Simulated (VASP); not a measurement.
# MgO2 (R-3m) in VASP: notebook

Runs on MgO2. Level: r2SCAN. Tasks: single point.

Program: VASP 6.6.1. These are calculated values, not measurements. Logs are shortened: lines on timing, memory, paths and dates and some standing lists are left out, and cuts for length are marked.

## Step 1: The cell of the first run

The structure is trigonal, space group R-3m (No. 166). Conventional cell: a = 3.258 Å, b = 3.258 Å, c = 10.167 Å, α = 90.00°, β = 90.00°, γ = 120.00°. Within 2.8 Å of Mg (site symmetry -3m) lie 6 O at 2.12 Å. O (site symmetry 3m) has 1 O at 1.45 Å within 1.9 Å.

## Step 2: Single point, r2SCAN (strain +0.015 along x and y, -0.030 along z)

Contents of POSCAR:

```
MgO2
1.0
    1.6288324313      0.9404068427      3.3891595087
   -1.6288324313      0.9404068427      3.3891595087
    0.0000000000     -1.8808136853      3.3891595087
Mg O
1 2
Direct
    0.0000000000      0.0000000000      0.0000000000
    0.4287860000      0.4287860000      0.4287860000
    0.5712140000      0.5712140000      0.5712140000
```

Contents of INCAR.step1:

```
PREC = Accurate
ENCUT = 920
ISMEAR = 0
SIGMA = 0.05
LREAL = False
LASPH = True
NELM = 120
NBANDS = 18
GGA = PE
ALGO = Normal
EDIFF = 1E-5
LWAVE = True
LCHARG = False
GGA_COMPAT = False
```

Contents of INCAR.step2:

```
PREC = Accurate
ENCUT = 920
EDIFF = 1E-6
ISMEAR = 0
SIGMA = 0.05
LREAL = False
LASPH = True
NELM = 120
ALGO = Normal
ISIF = 2
LWAVE = False
LCHARG = False
METAGGA = R2SCAN
LMIXTAU = True
NBANDS = 18
ISTART = 1
GGA_COMPAT = False
```

Contents of KPOINTS:

```
Automatic mesh
0
Gamma
  12 12 12
```

Potentials or basis: VASP PAW PBE potentials, release 64 (Mg_sv, O).

Command:

```sh
$ cat potpaw_PBE.64/Mg_sv/POTCAR potpaw_PBE.64/O/POTCAR > POTCAR
$ cp INCAR.step1 INCAR
$ mpirun -np 1 vasp_std > vasp.out
$ cp INCAR.step2 INCAR
$ mpirun -np 1 vasp_std > vasp.out
```

OUTCAR:

```text
PREC = Accurate
   ENCUT = 920
   EDIFF = 1E-6
   ISMEAR = 0
   LREAL = False
   LASPH = True
   NELM = 120
   ISIF = 2
   METAGGA = R2SCAN
   ISTART = 1

 ion  position               nearest neighbor table
   1  0.000  0.000  0.000-   3 2.12   3 2.12   2 2.12   2 2.12   3 2.12   2 2.12
   2  0.429  0.429  0.429-   3 1.45   1 2.12   1 2.12   1 2.12
   3  0.571  0.571  0.571-   2 1.45   1 2.12   1 2.12   1 2.12

  LATTYP: Found a trigonal (rhomboedric) cell.
 ALAT       =     3.8760627310
 COS(alpha) =     0.6468158404

  Lattice vectors:

 A1 = (   1.6288324313,   0.9404068427,   3.3891595087)
 A2 = (  -1.6288324313,   0.9404068427,   3.3891595087)
 A3 = (   0.0000000000,  -1.8808136853,   3.3891595087)

Analysis of symmetry for initial positions (statically):
=====================================================================
 Subroutine PRICEL returns:
 Original cell was already a primitive cell.

 Routine SETGRP: Setting up the symmetry group for a
 trigonal (rhombohedral) supercell.

 Subroutine GETGRP returns: Found 12 space group operations
 (whereof 12 operations were pure point group operations)
 out of a pool of 12 trial point group operations.

The static configuration has the point symmetry D_3d.

Analysis of symmetry for dynamics (positions and initial velocities):
=====================================================================
 Subroutine PRICEL returns:
 Original cell was already a primitive cell.

 Routine SETGRP: Setting up the symmetry group for a
 trigonal (rhombohedral) supercell.

 Subroutine GETGRP returns: Found 12 space group operations
 (whereof 12 operations were pure point group operations)
 out of a pool of 12 trial point group operations.

The dynamic configuration has the point symmetry D_3d.

 Subroutine INISYM returns: Found 12 space group operations
 (whereof 12 operations are pure point group operations),
 and found     1 'primitive' translations

----------------------------------------------------------------------------------------

                                     Primitive cell

  volume of cell :      31.1484

  direct lattice vectors                    reciprocal lattice vectors
[... 84 lines left out ...]
   LNONCOLLINEAR =      F non collinear calculations
   LSORBIT =      F    spin-orbit coupling
   LASPH  =      T    aspherical Exc in radial PAW
   ENCUT  =  920.0 eV  67.62 Ry    8.22 a.u.   9.59  9.59  9.59*2*pi/ulx,y,z
   NELM   =    120;   NELMIN=  2; NELMDL=  0     # of ELM steps
   EDIFF  = 0.1E-05   stopping-criterion for ELM
   LREAL  =      F    real-space projection
   EDIFFG = 0.1E-04   stopping-criterion for IOM
   NSW    =      0    number of steps for IOM
   IBRION =     -1    ionic relax: 0-MD 1-quasi-New 2-CG
   NFREE  =      0    steps in history (QN), initial steepest desc. (CG)
   ISIF   =      2    stress and relaxation
   ISYM   =      2    0-nonsym 1-usesym 2-fastsym
   POTIM  = 0.5000    time-step for ionic-motion
   TEBEG  =    0.0;   TEEND  =   0.0 temperature during run
   PSTRESS=    0.0 pullay stress
   NELECT =      22.0000    total number of electrons
   NUPDOWN=      -1.0000    fix difference up-down
   EMIN   =  10.00;   EMAX   =-10.00  energy-range for DOS
   EFERMI =   0.00;   METHOD = LEGACY
   ISMEAR =     0;   SIGMA  =   0.05  broadening in eV -4-tet -1-fermi 0-gaus
   EFERMI_NEDOS =   21; number of points for ismear=-14 and -15
   IALGO  =     38    algorithm
   IMIX   =      4    mixing-type and parameters
     AMIX     =   0.40;   BMIX     =  1.00
     AMIX_MAG =   1.60;   BMIX_MAG =  1.00
  volume/ion in A,a.u.               =      10.38        70.07
  Fermi-wavevector in a.u.,A,eV,Ry     =   1.457932  2.755092 28.920074  2.125565
  Thomas-Fermi vector in A             =   2.574676
   LORBIT       =      0    0 simple, 1 ext, 2 COOP (PROOUT), +10 PAW based schemes
   METAGGA = R2SCAN    functional components
   LHFCALC =     F    Hartree Fock is set to
   AEXX    =    0.0000 exact exchange contribution
   IVDW    =     0    specifies the selected vdW correction
   LEPSILON=     F    determine dielectric tensor
   LRPA    =     F    only Hartree local field effects (RPA)
 non-spin polarized calculation
 Gauss-broadening in eV      SIGMA  =   0.05
  energy-cutoff  :      920.00
  volume of cell :       31.15
 maximum number of plane-waves:      1994
   NGX = 19   NGY = 19   NGZ = 19

 number of electron      22.0000001 magnetization

 Free energy of the ion-electron system (eV)
  ---------------------------------------------------
  ext. energy  EPLUGINS =         0.00000000
  ---------------------------------------------------
  free energy    TOTEN  =       -21.50459892 eV

  energy without entropy =      -21.50459892  energy(sigma->0) =      -21.50459892

 E-fermi :   2.8527     XC(G=0): -10.9945

 val. band max:        2.3438018560   @ k =   0.5000   0.5000   0.5000
 cond. band min:       5.9501011000   @ k =   0.4167   0.4167   0.4167
 fundamental gap:      3.6062992439
 Fermi energy:         2.8526579255

 k-point     1 :       0.0000    0.0000    0.0000
  band No.  band energies     occupation
      1     -74.0885      2.00000
      2     -39.2391      2.00000
      3     -39.1803      2.00000
      4     -39.1803      2.00000
      5     -20.5516      2.00000
      6     -12.8891      2.00000
[... 481 lines left out ...]
      5     -20.0700      2.00000
      6     -13.3194      2.00000
[... 10 lines left out ...]
     17      18.4235      0.00000
     18      19.9762      0.00000

 [... further k-points ...]

------------------------ aborting loop because EDIFF is reached ----------------------------------------

  FORCE on cell =-STRESS in cart. coord.  units (eV):
  Direction    XX          YY          ZZ          XY          YZ          ZX
  --------------------------------------------------------------------------------------
  -------------------------------------------------------------------------------------
  Total       -1.6041844     -1.6041844      2.1819745      0.0000000      0.0000000      0.0000000
  in kB      -82.5143402    -82.5143402    112.2340932      0.0000000      0.0000000      0.0000000
  external PRESSURE =     -17.5981957 kB  Pullay stress =       0.0000000 kB

 VOLUME and BASIS-vectors are now :
 -----------------------------------------------------------------------------
  energy-cutoff  :      920.00
  volume of cell :       31.15
      direct lattice vectors                 reciprocal lattice vectors
     1.628832431  0.940406843  3.389159509     0.306968348  0.177228258  0.098352802
    -1.628832431  0.940406843  3.389159509    -0.306968348  0.177228258  0.098352802
     0.000000000 -1.880813685  3.389159509     0.000000000 -0.354456516  0.098352802

 POSITION                                       TOTAL-FORCE (eV/Angst)
 -----------------------------------------------------------------------------------
      0.00000      0.00000      0.00000         0.000000      0.000000      0.000000
      0.00000      0.00000      4.35967         0.000000     -0.000000     -1.152946
      0.00000      0.00000      5.80781         0.000000      0.000000      1.152946
 -----------------------------------------------------------------------------------
    total drift:                                0.000000     -0.000000      0.000000

  FREE ENERGIE OF THE ION-ELECTRON SYSTEM (eV)
  ---------------------------------------------------
  free  energy   TOTEN  =       -21.5045989189 eV

  energy  without entropy=      -21.5045989189  energy(sigma->0) =      -21.50459892
```

OUTCAR.step1:

```text
PREC = Accurate
   ENCUT = 920
   ISMEAR = 0
   LREAL = False
   LASPH = True
[... 729 lines left out ...]
      0.00000      0.00000      0.00000         0.000000      0.000000     -0.000000
      0.00000      0.00000      4.35967         0.000000     -0.000000     -1.188969
      0.00000      0.00000      5.80781         0.000000      0.000000      1.188969
 -----------------------------------------------------------------------------------
    total drift:                                0.000000     -0.000000      0.000000

  FREE ENERGIE OF THE ION-ELECTRON SYSTEM (eV)
  ---------------------------------------------------
  free  energy   TOTEN  =       -16.2951795909 eV

  energy  without entropy=      -16.2951795909  energy(sigma->0) =      -16.29517959
```

It took 11 min on 1 thread of Intel Xeon Platinum 8488C (Sapphire Rapids), shared host; peak memory 0.4 GiB.

Results:

- Free energy: -21.5046 eV
- Pressure: -1.8 GPa
- Largest force: 1.153 eV/Å
- Band gap on the k mesh: 3.61 eV (least direct gap 3.62 eV)

Forces on the atoms (eV/Å):
```
Mg   0.000  0.000  0.000
O    0.000  0.000 -1.153
O    0.000  0.000  1.153
```

Levels at points of the mesh, in eV from the valence-band top:
| k point | band 7 | band 8 | band 9 | band 10 | band 11 | band 12 | band 13 | band 14 | band 15 | band 16 |
| --- | --- | --- | --- | --- | --- | --- | --- | --- | --- | --- |
| (0.00, 0.00, 0.00) | -7.82 | -3.89 | -3.89 | -0.90 | -0.90 | 4.82 | 6.10 | 13.50 | 15.19 | 15.19 |
| (0.50, 0.00, 0.00) | -6.83 | -6.43 | -4.18 | -1.35 | -0.97 | 5.48 | 8.97 | 10.58 | 13.48 | 15.30 |
| (0.50, 0.50, 0.00) | -6.17 | -5.74 | -4.91 | -2.05 | -0.08 | 4.84 | 8.04 | 11.27 | 13.54 | 14.08 |
| (0.50, 0.50, 0.50) | -5.04 | -4.45 | -4.45 | 0.00 | 0.00 | 3.62 | 5.11 | 10.56 | 14.49 | 14.49 |

Caveat: the cell differs from its parent crystal (strain +0.015 along x and y, -0.030 along z); the stress differs along the axes, from -8 to 11 GPa; the PAW data sets were made with another functional, which shifts forces and pressure a little. A k mesh can miss the band edges.

## Step 3: Single point, r2SCAN (strain -0.030 along x and y, -0.015 along z)

Contents of POSCAR:

```
MgO2
1.0
    1.5566181855      0.8987139284      3.4415691918
   -1.5566181855      0.8987139284      3.4415691918
    0.0000000000     -1.7974278569      3.4415691918
Mg O
1 2
Direct
    0.0000000000      0.0000000000      0.0000000000
    0.4287860000      0.4287860000      0.4287860000
    0.5712140000      0.5712140000      0.5712140000
```

Contents of INCAR.step1:

```
  ALGO = Normal
  EDIFF = 1E-5
  ENCUT = 920
  GGA = PE
  GGA_COMPAT = False
  ISMEAR = 0
  LASPH = True
  LCHARG = False
  LREAL = False
  LWAVE = True
  NBANDS = 18
  NELM = 120
  PREC = Accurate
  SIGMA = 0.05
```

Contents of INCAR.step2:

```
  ALGO = Normal
  EDIFF = 1E-6
  ENCUT = 920
  GGA_COMPAT = False
  ISIF = 2
  ISMEAR = 0
  ISTART = 1
  LASPH = True
  LCHARG = False
  LMIXTAU = True
  LREAL = False
  LWAVE = False
  METAGGA = R2SCAN
  NBANDS = 18
  NELM = 120
  PREC = Accurate
  SIGMA = 0.05
```

Contents of KPOINTS:

```
k-points
0
Gamma
  12 12 12
```

Potentials or basis: VASP PAW PBE potentials, release 64 (Mg_sv, O).

Command:

```sh
$ cat potpaw_PBE.64/Mg_sv/POTCAR potpaw_PBE.64/O/POTCAR > POTCAR
$ cp INCAR.step1 INCAR
$ mpirun -np 1 vasp_std > vasp.out
$ cp INCAR.step2 INCAR
$ mpirun -np 1 vasp_std > vasp.out
```

Run time: 15 min. Hardware: 1 thread of Intel Xeon Platinum 8259CL at 2.50GHz (Skylake/Cascade Lake), shared host; peak memory 0.39 GiB.

The run converged. Its results:

```yaml
Free_energy: -21.5563 eV
Pressure: 5.5 GPa
Largest_force: 0.028 eV/Å
Band_gap_on_the_k_mesh: 3.17 eV
```

Forces on the atoms (eV/Å):
```
Mg   0.000  0.000  0.000
O    0.000  0.000  0.028
O    0.000  0.000 -0.028
```

Stress tensor (GPa, compression positive):
```
5.59 0.00 0.00
0.00 5.59 0.00
0.00 0.00 5.39
```

Levels at points of the mesh, in eV from the valence-band top:
| k point | band 8 | band 9 | band 10 | band 11 | band 12 | band 13 | band 14 | band 15 |
| --- | --- | --- | --- | --- | --- | --- | --- | --- |
| (0.00, 0.00, 0.00) | -3.58 | -3.58 | -0.91 | -0.91 | 5.78 | 5.82 | 13.77 | 15.80 |
| (0.50, 0.00, 0.00) | -6.53 | -3.99 | -1.36 | -1.28 | 5.08 | 9.87 | 12.09 | 14.27 |
| (0.50, 0.50, 0.00) | -5.84 | -4.67 | -2.30 | -0.20 | 4.41 | 8.96 | 12.61 | 14.41 |
| (0.50, 0.50, 0.50) | -4.17 | -4.17 | 0.00 | 0.00 | 3.17 | 5.97 | 11.25 | 16.00 |

Caveat: the cell differs from its parent crystal (strain -0.030 along x and y, -0.015 along z); the cell stands under pressure; the PAW data sets were made with another functional, which shifts forces and pressure a little. A k mesh can miss the band edges.

## Step 4: Single point, r2SCAN (strain +0.000 along x and y, -0.030 along z)

Contents of POSCAR:

```
MgO2
1.0
    1.6047610160      0.9265092046      3.3891595087
   -1.6047610160      0.9265092046      3.3891595087
    0.0000000000     -1.8530184092      3.3891595087
Mg O
1 2
Direct
    0.0000000000      0.0000000000      0.0000000000
    0.4287860000      0.4287860000      0.4287860000
    0.5712140000      0.5712140000      0.5712140000
```

Contents of INCAR.step1:

```
SYSTEM = MgO2
PREC = Accurate ; ENCUT = 920
ISMEAR = 0 ; SIGMA = 0.05
LREAL = .FALSE. ; LASPH = .TRUE.
NELM = 120 ; NBANDS = 18
GGA = PE ; ALGO = Normal
EDIFF = 1E-5 ; LWAVE = .TRUE.
LCHARG = .FALSE. ; GGA_COMPAT = .FALSE.
```

Contents of INCAR.step2:

```
SYSTEM = MgO2
PREC = Accurate ; ENCUT = 920
EDIFF = 1E-6 ; ISMEAR = 0
SIGMA = 0.05 ; LREAL = .FALSE.
LASPH = .TRUE. ; NELM = 120
ALGO = Normal ; ISIF = 2
LWAVE = .FALSE. ; LCHARG = .TRUE.
METAGGA = R2SCAN ; LMIXTAU = .TRUE.
LELF = .TRUE. ; LVHAR = .TRUE.
NBANDS = 18 ; ISTART = 1
GGA_COMPAT = .FALSE.
```

Contents of KPOINTS:

```
Automatic mesh
0
G
  12 12 12
  0 0 0
```

Potentials or basis: VASP PAW PBE potentials, release 64 (Mg_sv, O).

Command:

```sh
$ cat potpaw_PBE.64/Mg_sv/POTCAR potpaw_PBE.64/O/POTCAR > POTCAR
$ cp INCAR.step1 INCAR
$ mpirun -np 1 vasp_std > vasp.out
$ cp INCAR.step2 INCAR
$ mpirun -np 1 vasp_std > vasp.out
```

OUTCAR:

```text
SYSTEM = MgO2
   PREC = Accurate
   ENCUT = 920
   EDIFF = 1E-6
   ISMEAR = 0
   LREAL = .FALSE.
   LASPH = .TRUE.
   NELM = 120
   ISIF = 2
   METAGGA = R2SCAN
   ISTART = 1

 ion  position               nearest neighbor table
   1  0.000  0.000  0.000-   3 2.09   3 2.09   2 2.09   2 2.09   3 2.09   2 2.09
   2  0.429  0.429  0.429-   3 1.45   1 2.09   1 2.09   1 2.09
   3  0.571  0.571  0.571-   2 1.45   1 2.09   1 2.09   1 2.09

  LATTYP: Found a trigonal (rhomboedric) cell.
 ALAT       =     3.8626518611
 COS(alpha) =     0.6547930008

  Lattice vectors:

 A1 = (   1.6047610160,   0.9265092046,   3.3891595087)
 A2 = (  -1.6047610160,   0.9265092046,   3.3891595087)
 A3 = (   0.0000000000,  -1.8530184092,   3.3891595087)

Analysis of symmetry for initial positions (statically):
=====================================================================
 Subroutine PRICEL returns:
 Original cell was already a primitive cell.

 Routine SETGRP: Setting up the symmetry group for a
 trigonal (rhombohedral) supercell.

 Subroutine GETGRP returns: Found 12 space group operations
 (whereof 12 operations were pure point group operations)
[... 166 lines left out ...]

 E-fermi :   2.8731     XC(G=0): -11.1616

 val. band max:        2.5134144483   @ k =   0.5000   0.5000   0.5000
 cond. band min:       6.1129260717   @ k =   0.5000   0.5000   0.5000
 fundamental gap:      3.5995116235
 Fermi energy:         2.8730990263

 k-point     1 :       0.0000    0.0000    0.0000
  band No.  band energies     occupation
      1     -73.7531      2.00000
      2     -38.9006      2.00000
      3     -38.8479      2.00000
      4     -38.8479      2.00000
      5     -20.4616      2.00000
      6     -12.7802      2.00000
[... 481 lines left out ...]
      5     -19.9332      2.00000
      6     -13.2148      2.00000
[... 10 lines left out ...]
     17      18.7643      0.00000
     18      20.6399      0.00000

 [... further k-points ...]

------------------------ aborting loop because EDIFF is reached ----------------------------------------

  FORCE on cell =-STRESS in cart. coord.  units (eV):
  Direction    XX          YY          ZZ          XY          YZ          ZX
  --------------------------------------------------------------------------------------
  -------------------------------------------------------------------------------------
  Total       -0.7680535     -0.7680535      2.3302035      0.0000000     -0.0000000      0.0000000
  in kB      -40.7003995    -40.7003995    123.4812663      0.0000000     -0.0000000      0.0000000
  external PRESSURE =      14.0268224 kB  Pullay stress =       0.0000000 kB

 VOLUME and BASIS-vectors are now :
 -----------------------------------------------------------------------------
  energy-cutoff  :      920.00
  volume of cell :       30.23
      direct lattice vectors                 reciprocal lattice vectors
     1.604761016  0.926509205  3.389159509     0.311572873  0.179886682  0.098352802
    -1.604761016  0.926509205  3.389159509    -0.311572873  0.179886682  0.098352802
     0.000000000 -1.853018409  3.389159509     0.000000000 -0.359773364  0.098352802

 POSITION                                       TOTAL-FORCE (eV/Angst)
 -----------------------------------------------------------------------------------
      0.00000      0.00000      0.00000         0.000000      0.000000     -0.000000
      0.00000      0.00000      4.35967         0.000000      0.000000     -0.952973
      0.00000      0.00000      5.80781         0.000000     -0.000000      0.952973
 -----------------------------------------------------------------------------------
    total drift:                                0.000000     -0.000000      0.000000

  FREE ENERGIE OF THE ION-ELECTRON SYSTEM (eV)
  ---------------------------------------------------
  free  energy   TOTEN  =       -21.5392908455 eV

  energy  without entropy=      -21.5392908455  energy(sigma->0) =      -21.53929085
```

OUTCAR.step1:

```text
SYSTEM = MgO2
   PREC = Accurate
   ENCUT = 920
   ISMEAR = 0
   LREAL = .FALSE.
   LASPH = .TRUE.
   NELM = 120
[... 729 lines left out ...]
      0.00000      0.00000      0.00000         0.000000     -0.000000      0.000000
      0.00000      0.00000      4.35967         0.000000      0.000000     -0.987826
      0.00000      0.00000      5.80781         0.000000     -0.000000      0.987826
 -----------------------------------------------------------------------------------
    total drift:                                0.000000     -0.000000      0.000000

  FREE ENERGIE OF THE ION-ELECTRON SYSTEM (eV)
  ---------------------------------------------------
  free  energy   TOTEN  =       -16.3031171808 eV

  energy  without entropy=      -16.3031171808  energy(sigma->0) =      -16.30311718
```

OSZICAR.step1:

```text
N       E                     dE             d eps       ncg     rms          rms(c)
DAV:   1     0.239420174937E+03    0.23942E+03   -0.19087E+04  6812   0.206E+03
DAV:   2    -0.700512999737E+01   -0.24643E+03   -0.23961E+03  8124   0.475E+02
DAV:   3    -0.176186517612E+02   -0.10614E+02   -0.10557E+02  9168   0.950E+01
DAV:   4    -0.178118694492E+02   -0.19322E+00   -0.19305E+00  8214   0.122E+01
DAV:   5    -0.178162792472E+02   -0.44098E-02   -0.44097E-02  8088   0.142E+00    0.973E+00
DAV:   6    -0.164237240320E+02    0.13926E+01   -0.29058E+00  7322   0.114E+01    0.421E+00
DAV:   7    -0.163054768590E+02    0.11825E+00   -0.30044E-01  8788   0.424E+00    0.186E+00
DAV:   8    -0.163015925139E+02    0.38843E-02   -0.58354E-02  6986   0.222E+00    0.263E-01
DAV:   9    -0.163029939898E+02   -0.14015E-02   -0.98544E-03  8432   0.696E-01    0.128E-01
DAV:  10    -0.163030216600E+02   -0.27670E-04   -0.93067E-04  7320   0.249E-01    0.391E-02
DAV:  11    -0.163031150340E+02   -0.93374E-04   -0.11643E-04  7132   0.843E-02    0.870E-03
DAV:  12    -0.163031171808E+02   -0.21468E-05   -0.43115E-06  7450   0.160E-02
   1 F= -.16303117E+02 E0= -.16303117E+02  d E =-.245609E-33
```

It took 11 min on 1 thread of AMD EPYC 9R45 (Zen 5), shared host; peak memory 0.37 GiB.

Results:

| Quantity | Value |
| --- | --- |
| Free energy | -21.5393 eV |
| Pressure | 1.4 GPa |
| Largest force | 0.953 eV/Å |
| Band gap on the k mesh | 3.60 eV |

Forces on the atoms (eV/Å):
```
Mg   0.000  0.000  0.000
O    0.000  0.000 -0.953
O    0.000  0.000  0.953
```

Stress tensor (GPa, compression positive):
```
-4.07  0.00  0.00
 0.00 -4.07  0.00
 0.00  0.00 12.35
```

Caveat: the cell differs from its parent crystal (strain +0.000 along x and y, -0.030 along z); the stress differs along the axes, from -4 to 12 GPa; the PAW data sets were made with another functional, which shifts forces and pressure a little.

(Continued in part 2 of 2.)
